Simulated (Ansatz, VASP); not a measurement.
Two plane-wave programs on Ce

```
Ce
1.0
     0.00000    2.31555    2.31555
     2.31555    0.00000    2.31555
     2.31555    2.31555    0.00000
Ce
1
Cartesian
  0.0000 0.0000 0.0000
```

Alike in both runs: task single point; functional r2SCAN; k mesh 16 × 16 × 16; occupations gaussian, width 0.05 eV; no spin polarisation.

```csv
,VASP,Ansatz
version,VASP 6.6.1,Ansatz 0.2.0
potentials or method,"VASP PAW PBE potentials, release 64 (Ce), cutoff 520 eV","scalar-relativistic, plane waves, PAW"
valence electrons in the cell,12,12
```

VASP gave:

- gap on the k mesh at the Fermi level (eV): none
- pressure (GPa): 0.7

Task: What did Ansatz give for the same quantities?

Result: gap on the k mesh at the Fermi level (eV): none; pressure (GPa): 0.9.

VASP's potentials were made for PBE, not for r2SCAN. A gap of «none» marks a metal or a gap that the smearing closes.

Spin-orbit coupling is off throughout.
